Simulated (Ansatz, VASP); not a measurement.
# AlNi: VASP beside Ansatz

File INCAR:

```
PREC = Accurate
ENCUT = 520
EDIFF = 1E-6
ISMEAR = 0
SIGMA = 0.15
LREAL = F
LASPH = T
NELM = 60
ALGO = Fast
ISIF = 2
LWAVE = F
LCHARG = T
GGA = PS
LELF = T
LVHAR = T
NBANDS = 28
```

File KPOINTS:

```
regular mesh
0
Gamma
  20 20 7
```

Contents of POSCAR:

```
AlNi
1.0
    0.0000000000     -2.8621655562      0.0000000000
    0.0000000000      0.0000000000     -2.8621655562
    9.5864966686      0.0000000000      0.0000000000
Al Ni
3 3
Direct
    1.0000000000      0.0000000000      0.2239067235
    1.0000000000      0.0000000000      0.5224689256
    1.0000000000      0.0000000000      0.8210311278
    0.5000000000      0.5000000000      0.0746256224
    0.5000000000      0.5000000000      0.3731878246
    0.5000000000      0.5000000000      0.6717500267
```

Input for Ansatz:

```yaml
crystal:
  lattice:
    - [0.0, -2.8621655562, 0.0]
    - [0.0, 0.0, -2.8621655562]
    - [9.5864966686, 0.0, 0.0]
  atoms:
    - { symbol: Al, position: [1.0, 0.0, 0.2239067235] }
    - { symbol: Al, position: [1.0, 0.0, 0.5224689256] }
    - { symbol: Al, position: [1.0, 0.0, 0.8210311278] }
    - { symbol: Ni, position: [0.5, 0.5, 0.0746256224] }
    - { symbol: Ni, position: [0.5, 0.5, 0.3731878246] }
    - { symbol: Ni, position: [0.5, 0.5, 0.6717500267] }
basis:
  ecutwfc: 420
kpoints:
  mp_grid: { grid: [20, 20, 7] }
hamiltonian:
  xc: pbesol
scf:
  occupations: { method: gaussian, width: 0.15 }
output:
  forces: true
  stress: true
  eigenvalues: true
```

Alike in both runs: task single point; functional PBEsol; k mesh 20 × 20 × 7; occupations gaussian, width 0.15 eV; no spin polarisation.

|  | VASP | Ansatz |
| --- | --- | --- |
| version | VASP 6.6.1 | Ansatz 0.2.0 |
| potentials or method | VASP PAW PBE potentials, release 64 (Al, Ni), cutoff 520 eV | scalar-relativistic, plane waves, PAW |
| valence electrons in the cell | 39 | 63 |

|  | VASP | Ansatz | Ansatz less VASP |
| --- | --- | --- | --- |
| gap on the k mesh at the Fermi level (eV) | none | none | - |
| pressure (GPa) | -7.1 | -7.3 | -0.19 |
| traceless stress, the component that is largest in VASP (GPa) | -2.12 | -2.08 | +0.046 |
| rms of the force components (eV/Å) | 0.390 | 0.389 | -0.0006 |

VASP's potentials were made for PBE, not for PBEsol. Atom by atom the forces differ by 0.004 eV/Å (rms over components). A gap of «none» marks a metal or a gap that the smearing closes. With one functional, cell and mesh, what is left measures potentials, basis and numerics. VASP's potentials hold 39 valence electrons a cell and Ansatz's 63, so a difference there can come from the potentials and not from the codes.
